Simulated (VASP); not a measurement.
# W4C4N in VASP: notebook, part 2 of 2

VASP 6.6.1. The steps go on from the part before.

### 5 Single point, PBE+D3(BJ)

INCAR

```
SYSTEM = W4C4N
PREC = Accurate
ENCUT = 520
EDIFF = 1E-7
ISMEAR = -1
SIGMA = 0.1
LREAL = Auto
LASPH = .TRUE.
NELM = 60
ALGO = Normal
ISIF = 2
LWAVE = .FALSE.
LCHARG = .FALSE.
GGA = PE
IVDW = 12
NBANDS = 92
```

KPOINTS

```
regular mesh
0
G
  3 3 1
  0 0 0
```

POSCAR

```
W4C4N
1.0
    5.7980000000      0.0000000000      0.0000000000
   -2.8990000000      5.0212150000      0.0000000000
    0.0000000000      0.0000000000     15.2456000000
W C N
8 8 2
Direct
    0.0000000000      0.0000000000      0.0655926956
    0.0003210549      0.0003475254      0.2527915595
   -0.0000000498      0.4999999004      0.0655926956
    0.0002839475      0.5002512340      0.2527352154
    0.5000000000      0.0000000000      0.0655926956
    0.5002474634      0.0002620880      0.2529234009
    0.4999999502      0.4999999004      0.0655926956
    0.5001904579      0.5002446619      0.2528245527
    0.3334609085      0.1667600372      0.1519511859
    0.3335064068      0.1670607612      0.3256241801
    0.3334251906      0.6667617300      0.1519881802
    0.3334313588      0.6668306376      0.3256415622
    0.8334018479      0.1667550583      0.1519397072
    0.8339539608      0.1671300671      0.3255589810
    0.8334052470      0.6667356407      0.1519132077
    0.8338415335      0.6672791346      0.3254020832
    0.8262418155      0.5505012233      0.5322293645
    0.6931609186      0.3338620234      0.5252077977
```

Started as:

```console
cat potpaw_PBE.64/W_sv/POTCAR potpaw_PBE.64/C/POTCAR potpaw_PBE.64/N/POTCAR > POTCAR
mpirun -np 1 vasp_std > vasp.out
```

Wall time 6.8 min (1 thread of Intel Xeon 6975P-C (Granite Rapids), shared host); peak memory 0.62 GiB.

Results (log left out):

| Item | Value |
| --- | --- |
| Free energy | -184.0358 eV |
| Largest force | 1.741 eV/Å |
| Band gap on the k mesh | zero (bands 77 and 78 overlap by 0.72 eV) |
| Dispersion energy per atom | -0.272 eV |

Forces in eV/Å, atoms in the order of the input:
```
W    0.004  0.007 -0.139
W   -0.001  0.000 -0.006
W    0.004  0.006 -0.147
W   -0.002 -0.002  0.003
W    0.003  0.003 -0.123
W   -0.001  0.000 -0.014
W    0.001  0.005 -0.136
W    0.000 -0.003 -0.005
C   -0.001 -0.001  0.011
C    0.005  0.000  0.141
C    0.002  0.002  0.007
C    0.002  0.006  0.135
C   -0.001 -0.003  0.010
C   -0.009 -0.001  0.141
C   -0.001  0.000  0.010
C   -0.001 -0.003  0.141
N    0.221  1.703  0.144
N   -0.224 -1.718 -0.174
```

Levels at points of the mesh, in eV from the Fermi level:
| k point | band 74 | band 75 | band 76 | band 77 | band 78 | band 79 | band 80 | band 81 |
| --- | --- | --- | --- | --- | --- | --- | --- | --- |
| (0.00, 0.00, 0.00) | 0.08 | 0.08 | 0.29 | 0.29 | 0.29 | 1.06 | 1.16 | 1.18 |

Caveat: the k points lie up to 0.42 Å⁻¹ apart, too coarse for converged energies and pressures of a metal; the standard files for N, O and F lose accuracy on very short bonds; spin-orbit coupling is left out, which moves the levels of the heavy elements.

### 6 Single point, PBE+D3(BJ)

INCAR

```
PREC = Accurate
ENCUT = 520
EDIFF = 1E-6
ISMEAR = -1
SIGMA = 0.1
LREAL = Auto
LASPH = T
NELM = 100
ALGO = Normal
ISIF = 2
LWAVE = F
LCHARG = F
GGA = PE
IVDW = 12
NBANDS = 92
```

KPOINTS

```
Automatic mesh
0
Gamma
  3 3 1
```

POSCAR

```
W4C4N
1.0
    5.7980000000      0.0000000000      0.0000000000
   -2.8990000000      5.0212150000      0.0000000000
    0.0000000000      0.0000000000     15.2456000000
W C N
8 8 2
Direct
    0.0000000000      0.0000000000      0.0655926956
    0.0002555941      0.0003100843      0.2525869759
   -0.0000000498      0.4999999004      0.0655926956
    0.0002287240      0.5001825255      0.2524741565
    0.5000000000      0.0000000000      0.0655926956
    0.5001788937      0.0001949727      0.2527571234
    0.4999999502      0.4999999004      0.0655926956
    0.5000797918      0.5001606185      0.2526143281
    0.3334281395      0.1667265791      0.1518800178
    0.3334147257      0.1669936460      0.3253754526
    0.3334060280      0.6667485858      0.1518960881
    0.3332536281      0.6666414404      0.3253707955
    0.8333808499      0.1667299648      0.1518710316
    0.8339356744      0.1671724871      0.3253089416
    0.8333852454      0.6667318567      0.1518234113
    0.8336653627      0.6671106495      0.3250473579
    0.9130509413      0.6315965359      0.5400087238
    0.7766762417      0.4173390305      0.5288542268
```

Potentials or basis: VASP PAW PBE potentials, release 64 (W_sv, C, N).

Started as:

```console
cat potpaw_PBE.64/W_sv/POTCAR potpaw_PBE.64/C/POTCAR potpaw_PBE.64/N/POTCAR > POTCAR
mpirun -np 1 vasp_std > vasp.out
```

OUTCAR:

```text
PREC = Accurate
   ENCUT = 520
   EDIFF = 1E-6
   ISMEAR = -1
   LREAL = Auto
   LASPH = T
   NELM = 100
   ISIF = 2
   GGA = PE
   IVDW = 12
 IVDW          = 12

 ion  position               nearest neighbor table
   1  0.000  0.000  0.066-  15 2.13  13 2.13   9 2.13   2 2.85   3 2.90   7 2.90   5 2.90   5 2.90
                             3 2.90   7 2.90
   2  0.000  0.000  0.253-  16 2.00  14 2.01  10 2.01   9 2.27  13 2.27  15 2.27   1 2.85   8 2.90
                             4 2.90   6 2.90   6 2.90   4 2.90   8 2.90
   3  1.000  0.500  0.066-  15 2.13  13 2.13  11 2.13   4 2.85   1 2.90   5 2.90   7 2.90   7 2.90
                             5 2.90   1 2.90
   4  0.000  0.500  0.252-  16 2.01  14 2.01  12 2.01  11 2.27  13 2.27  15 2.27   3 2.85   8 2.90
                             2 2.90   6 2.90   6 2.90   2 2.90   8 2.90
   5  0.500  0.000  0.066-  11 2.13   9 2.13  13 2.13   6 2.85   7 2.90   3 2.90   1 2.90   1 2.90
                             7 2.90   3 2.90
   6  0.500  0.000  0.253-  12 2.01  10 2.01  14 2.01  13 2.27   9 2.27  11 2.27   5 2.85   2 2.90
                             4 2.90   8 2.90   8 2.90   4 2.90   2 2.90
   7  0.500  0.500  0.066-  15 2.13   9 2.13  11 2.13   8 2.85   5 2.90   1 2.90   3 2.90   3 2.90
                             1 2.90   5 2.90
   8  0.500  0.500  0.253-  16 2.01  10 2.01  12 2.01  11 2.27   9 2.27  15 2.27   7 2.85   2 2.90
                             4 2.90   6 2.90   6 2.90   4 2.90   2 2.90
   9  0.333  0.167  0.152-   7 2.13   5 2.13   1 2.13   2 2.27   8 2.27   6 2.27
  10  0.333  0.167  0.325-   8 2.01   2 2.01   6 2.01
  11  0.333  0.667  0.152-   5 2.13   7 2.13   3 2.13   4 2.27   8 2.27   6 2.27
  12  0.333  0.667  0.325-   6 2.01   8 2.01   4 2.01
  13  0.833  0.167  0.152-   3 2.13   1 2.13   5 2.13   4 2.27   2 2.27   6 2.27
  14  0.834  0.167  0.325-   2 2.01   4 2.01   6 2.01
  15  0.833  0.667  0.152-   1 2.13   3 2.13   7 2.13   4 2.27   8 2.27   2 2.27
  16  0.834  0.667  0.325-   2 2.00   8 2.01   4 2.01
  17  0.913  0.632  0.540-  18 1.10
  18  0.777  0.417  0.529-  17 1.10

  LATTYP: Found a hexagonal cell.
 ALAT       =     5.7980000000
 C/A-ratio  =     2.6294584339

  Lattice vectors:

 A1 = (   5.7980000000,   0.0000000000,   0.0000000000)
 A2 = (  -2.8990000000,   5.0212150000,   0.0000000000)
 A3 = (   0.0000000000,   0.0000000000,  15.2456000000)

Analysis of symmetry for initial positions (statically):
=====================================================================
 Subroutine PRICEL returns:
 Original cell was already a primitive cell.

 Routine SETGRP: Setting up the symmetry group for a
 hexagonal supercell.

 Subroutine GETGRP returns: Found  1 space group operations
 (whereof  1 operations were pure point group operations)
 out of a pool of 24 trial point group operations.

The static configuration has the point symmetry C_1 .

Analysis of symmetry for dynamics (positions and initial velocities):
=====================================================================
 Subroutine PRICEL returns:
 Original cell was already a primitive cell.

 Routine SETGRP: Setting up the symmetry group for a
 hexagonal supercell.

 Subroutine GETGRP returns: Found  1 space group operations
 (whereof  1 operations were pure point group operations)
 out of a pool of 24 trial point group operations.

The dynamic configuration has the point symmetry C_1 .

 Subroutine INISYM returns: Found  1 space group operations
 (whereof  1 operations are pure point group operations),
 and found     1 'primitive' translations

[... 88 lines left out ...]
   k-points           NKPTS =      5   k-points in BZ     NKDIM =      5   number of bands    NBANDS=     92
   number of dos      NEDOS =    301   number of ions     NIONS =     18
   total plane-waves  NPLWV = 276480
   dimension x,y,z NGX =    48 NGY =   48 NGZ =  120
   dimension x,y,z NGXF=    96 NGYF=   96 NGZF=  240
   ions per type =               8   8   2
   NGX,Y,Z   is equivalent  to a cutoff of  13.76, 13.76, 13.09 a.u.
   NGXF,Y,Z  is equivalent  to a cutoff of  27.53, 27.53, 26.17 a.u.
 SYSTEM =  unknown system
   PREC   = accura    normal or accurate (medium, high low for compatibility)
   ISTART =      0    job   : 0-new  1-cont  2-samecut
   ICHARG =      2    charge: 1-file 2-atom 10-const
   ISPIN  =      1    spin polarized calculation?
   LNONCOLLINEAR =      F non collinear calculations
   LSORBIT =      F    spin-orbit coupling
   LASPH  =      T    aspherical Exc in radial PAW
   ENCUT  =  520.0 eV  38.22 Ry    6.18 a.u.  10.78 10.78 28.35*2*pi/ulx,y,z
   NELM   =    100;   NELMIN=  2; NELMDL= -5     # of ELM steps
   EDIFF  = 0.1E-05   stopping-criterion for ELM
   LREAL  =      T    real-space projection
   EDIFFG = 0.1E-04   stopping-criterion for IOM
   NSW    =      0    number of steps for IOM
   IBRION =     -1    ionic relax: 0-MD 1-quasi-New 2-CG
   NFREE  =      0    steps in history (QN), initial steepest desc. (CG)
   ISIF   =      2    stress and relaxation
   ISYM   =      2    0-nonsym 1-usesym 2-fastsym
   POTIM  = 0.5000    time-step for ionic-motion
   TEBEG  =    0.0;   TEEND  =   0.0 temperature during run
   PSTRESS=    0.0 pullay stress
   NELECT =     154.0000    total number of electrons
   NUPDOWN=      -1.0000    fix difference up-down
   EMIN   =  10.00;   EMAX   =-10.00  energy-range for DOS
   EFERMI =   0.00;   METHOD = LEGACY
   ISMEAR =    -1;   SIGMA  =   0.10  broadening in eV -4-tet -1-fermi 0-gaus
   EFERMI_NEDOS =   21; number of points for ismear=-14 and -15
   IALGO  =     38    algorithm
   IMIX   =      4    mixing-type and parameters
     AMIX     =   0.40;   BMIX     =  1.00
     AMIX_MAG =   1.60;   BMIX_MAG =  1.00
  volume/ion in A,a.u.               =      24.66       166.40
  Fermi-wavevector in a.u.,A,eV,Ry     =   1.150371  2.173886 18.005314  1.323353
  Thomas-Fermi vector in A             =   2.287035
   LORBIT       =      0    0 simple, 1 ext, 2 COOP (PROOUT), +10 PAW based schemes
   GGA     = PE    functional components
   LHFCALC =     F    Hartree Fock is set to
   AEXX    =    0.0000 exact exchange contribution
   IVDW    =    12    specifies the selected vdW correction
   LEPSILON=     F    determine dielectric tensor
   LRPA    =     F    only Hartree local field effects (RPA)
 non-spin polarized calculation
  energy-cutoff  :      520.00
  volume of cell :      443.85
 maximum number of plane-waves:     11985
 NGX is ok and might be reduce to    48
   NGX = 21   NGY = 21   NGZ = 57

 number of electron     153.9999996 magnetization

 Free energy of the ion-electron system (eV)
  ---------------------------------------------------
  ext. energy  EPLUGINS =         0.00000000
  ---------------------------------------------------
  free energy    TOTEN  =      -179.13603473 eV

  energy without entropy =     -178.99521440  energy(sigma->0) =     -179.06562456

 E-fermi :   1.2659     XC(G=0):  -7.1477

 val. band max:        0.8359650416   @ k =   0.3333   0.3333   0.0000
 cond. band min:       1.3402685886   @ k =   0.0000   0.0000   0.0000
 fundamental gap:      0.5043035470
 Fermi energy:         1.2658693915

 k-point     1 :       0.0000    0.0000    0.0000
  band No.  band energies     occupation
      1     -72.8969      2.00000
      2     -72.8361      2.00000
      3     -72.8336      2.00000
      4     -72.8315      2.00000
      5     -72.8279      2.00000
      6     -72.7707      2.00000
[... 449 lines left out ...]
     88       3.3885      0.00000
     89       3.6620      0.00000
 [bands above 89 left out]

------------------------ aborting loop because EDIFF is reached ----------------------------------------

 Edisp (eV)   -4.88755

 E8    (eV) :    -2.2769

  FORCE on cell =-STRESS in cart. coord.  units (eV):
  Direction    XX          YY          ZZ          XY          YZ          ZX
  --------------------------------------------------------------------------------------
  -------------------------------------------------------------------------------------
  Total       6.42882     8.20452     2.13686     0.26870     0.18631     0.02172
  in kB      23.20652    29.61638     7.71357     0.96994     0.67253     0.07842
  external pressure =       20.18 kB  Pullay stress =        0.00 kB

 VOLUME and BASIS-vectors are now :
 -----------------------------------------------------------------------------
  energy-cutoff  :      520.00
  volume of cell :      443.85
      direct lattice vectors                 reciprocal lattice vectors
     5.798000000  0.000000000  0.000000000     0.172473267  0.099577493  0.000000000
    -2.899000000  5.021215000  0.000000000     0.000000000  0.199154985  0.000000000
     0.000000000  0.000000000 15.245600000     0.000000000  0.000000000  0.065592696

 POSITION                                       TOTAL-FORCE (eV/Angst)
 -----------------------------------------------------------------------------------
      0.00000      0.00000      1.00000         0.002927      0.006029     -0.183011
      0.00058      0.00156      3.85084         0.000136      0.002146      0.011087
      4.34850      2.51061      1.00000         0.002310      0.003405     -0.196963
     -1.44870      2.51152      3.84912        -0.002599     -0.000936      0.031380
      2.89900      0.00000      1.00000         0.001861      0.003015     -0.161437
      2.89947      0.00098      3.85343        -0.002040     -0.000365      0.000531
[... 10 lines left out ...]
      3.46287      3.17138      8.23276         0.265808      1.686203      0.249408
      3.29330      2.09555      8.06270        -0.265788     -1.698144     -0.279043
 -----------------------------------------------------------------------------------
    total drift:                                0.003107      0.004565      0.005896

  FREE ENERGIE OF THE ION-ELECTRON SYSTEM (eV)
  ---------------------------------------------------
  free  energy   TOTEN  =      -184.0235810118 eV

  energy  without entropy=     -183.8827606787  energy(sigma->0) =     -183.95317085
```

Run time: 6.4 min. Hardware: 1 thread of Intel Xeon 6975P-C (Granite Rapids), shared host; peak memory 0.62 GiB.

Results:

```yaml
Free_energy: -184.0236 eV
Largest_force: 1.741 eV/Å
Band_gap_on_the_k_mesh: zero (bands 77 and 78 overlap by 0.71 eV)
Dispersion_energy_per_atom: -0.272 eV
```

Forces in eV/Å, atoms in the order of the input:
```
W    0.003  0.006 -0.183
W    0.000  0.002  0.011
W    0.002  0.003 -0.197
W   -0.003 -0.001  0.031
W    0.002  0.003 -0.161
W   -0.002  0.000  0.001
W    0.000  0.002 -0.180
W   -0.001 -0.003  0.013
C    0.001  0.000  0.016
C    0.007 -0.002  0.159
C    0.002  0.002  0.014
C    0.003  0.009  0.152
C   -0.002 -0.002  0.014
C   -0.013 -0.002  0.157
C   -0.001  0.000  0.013
C    0.001 -0.005  0.169
N    0.266  1.686  0.249
N   -0.266 -1.698 -0.279
```

Levels at points of the mesh, in eV from the Fermi level:
| k point | band 73 | band 74 | band 75 | band 76 | band 77 | band 78 | band 79 | band 80 | band 81 | band 82 |
| --- | --- | --- | --- | --- | --- | --- | --- | --- | --- | --- |
| (0.00, 0.00, 0.00) | -1.02 | 0.07 | 0.08 | 0.28 | 0.28 | 0.28 | 1.07 | 1.17 | 1.18 | 1.19 |

Caveat: the k points lie up to 0.42 Å⁻¹ apart, too coarse for converged energies and pressures of a metal; the standard files for N, O and F lose accuracy on very short bonds; spin-orbit coupling is left out, which moves the levels of the heavy elements.

### 7 Overview

```csv
cell,gap on the mesh (eV),largest force (eV/Å)
"as given, atomic positions A",none,1.74
"as given, atomic positions B",none,1.73
"as given, atomic positions C",none,1.74
"as given, atomic positions D",none,1.74
"as given, atomic positions E",none,1.74
```

Alike in all rows: task single point; level PBE+D3(BJ); potentials or basis VASP PAW PBE potentials, release 64 (W_sv, C, N); no spin polarisation; k mesh 3 × 3 × 1; cutoff (eV) 520; smearing fermi-dirac 0.1 eV.

Caveats: all runs use coarse meshes; the standard files for N, O and F lose accuracy on very short bonds; spin-orbit coupling is left out, which moves the levels of the heavy elements.

Absolute energies hang on the potentials; compare differences alone.
